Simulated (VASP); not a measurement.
Set up this calculation in VASP 6.6.1, as the native input.

```
Task                   : single point
Functional             : PBE
Potentials or basis    : VASP PAW PBE potentials, release 64 (Si, W_sv)
Cutoff                 : 520 eV
k mesh                 : 6 × 6 × 12
Occupations            : gaussian, width 0.15 eV
Spin                   : no spin polarisation
Dipole correction      : no
Further INCAR settings : ALGO = Fast; EDIFF = 1e-06; NBANDS = 61
```

The structure of Si2W3 lies in POSCAR:

```
Si2W3
1.0
    6.0996315530      0.0000000000      0.0000000000
    0.0000000000      6.0996315530      0.0000000000
    0.0000000000      0.0000000000      3.5773070932
Si W
4 6
Direct
    0.1342329886      0.6342329886      0.0000000000
    0.8657670114      0.3657670114      0.0000000000
    0.6342329886      0.8657670114      0.0000000000
    0.3657670114      0.1342329886      0.0000000000
    0.5000000000      0.5000000000      0.0000000000
    0.0000000000      0.0000000000      0.0000000000
    0.6595119696      0.1595119696      0.5000000000
    0.3404880304      0.8404880304      0.5000000000
    0.1595119696      0.3404880304      0.5000000000
    0.8404880304      0.6595119696      0.5000000000
```

This cell differs from its parent crystal: strain -0.080 along x and y, +0.080 along z.

These files were run (other wordings do the same):

INCAR

```
SYSTEM = Si2W3
ALGO     = Fast           ! electronic algorithm
EDIFF    = 1E-6           ! SCF threshold, eV
ENCUT    = 520            ! plane-wave cutoff, eV
GGA      = PE             ! functional
ISIF     = 2              ! what is computed and relaxed
ISMEAR   = 0              ! smearing method
LASPH    = .TRUE.         ! aspherical terms in the spheres
LCHARG   = .TRUE.         ! write CHGCAR
LELF     = .TRUE.         ! ELF
LREAL    = .FALSE.        ! projectors in reciprocal space
LVHAR    = .TRUE.       
LWAVE    = .FALSE.        ! write WAVECAR
NBANDS   = 61             ! bands
NELM     = 60             ! most SCF steps
PREC     = Accurate       ! precision mode
SIGMA    = 0.15           ! smearing width, eV
```

KPOINTS

```
k-points
0
G
  6 6 12
  0 0 0
```

Potentials or basis: VASP PAW PBE potentials, release 64 (Si, W_sv).

The run is started by

```console
$ cat potpaw_PBE.64/Si/POTCAR potpaw_PBE.64/W_sv/POTCAR > POTCAR
$ mpirun -np 1 vasp_std > vasp.out
```

It gave:

```json
{
  "Pressure": "33.3 GPa",
  "Largest force": "0.943 eV/Å",
  "Band gap on the k mesh": "zero (bands 50 and 51 overlap by 0.79 eV)"
}
```

Caveat: the cell differs from its parent crystal (strain -0.080 along x and y, +0.080 along z); the stress differs along the axes, from 25 to 37 GPa; spin-orbit coupling is left out, which moves the levels of the heavy elements.

Run time: 15 min on 1 thread of Oxide Virtual Turin-like Processor, with other jobs on the host, peak memory 0.47 GiB.
